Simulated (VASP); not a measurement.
Here is a VASP 6.6.1 calculation.

The input INCAR:

```
SYSTEM = C
ALGO = Normal ; EDIFF = 1E-7
ENCUT = 520 ; GGA = PS
ISIF = 2 ; ISMEAR = 0
LASPH = .True. ; LCHARG = .False.
LREAL = .False. ; LWAVE = .False.
NBANDS = 36 ; NELM = 100
PREC = Accurate ; SIGMA = 0.1
```

KPOINTS

```
k-points
0
Gamma
  9 9 9
  0 0 0
```

POSCAR

```
C
1.0
    2.5567482409      1.4761392851      6.8884794184
   -2.5567482409      1.4761392851      6.8884794184
    0.0000000000     -2.9522785703      6.8884794184
C
12
Direct
    0.9245994576      0.6512126920      0.9245994576
    0.9245994576      0.9245994576      0.6512126920
    0.6512126920      0.9245994576      0.9245994576
    0.0754005424      0.3487873080      0.0754005424
    0.3487873080      0.0754005424      0.0754005424
    0.0754005424      0.0754005424      0.3487873080
    0.1517736913      0.6957686480      0.1517736913
    0.1517736913      0.1517736913      0.6957686480
    0.6957686480      0.1517736913      0.1517736913
    0.8482263087      0.3042313520      0.8482263087
    0.3042313520      0.8482263087      0.8482263087
    0.8482263087      0.8482263087      0.3042313520
```

Potentials or basis: VASP PAW PBE potentials, release 64 (C).

Run with:

```sh
$ cat potpaw_PBE.64/C/POTCAR > POTCAR
$ mpirun -np 1 vasp_std > vasp.out
```

Question: Estimate the band gap on the k mesh.

Answer: Zero (band 24 reaches 0.71 eV, above the bottom of band 25 at 0.64 eV).

Question: Predict the pressure.

Answer: 0.4 GPa.

Question: What does it give for the largest force?

Answer: 0.118 eV/Å.

Stress tensor (GPa, compression positive):
```
 0.55  0.00  0.00
 0.00  0.55  0.00
 0.00  0.00 -0.01
```

Caveat: the PAW data sets were made with another functional, which shifts forces and pressure a little.
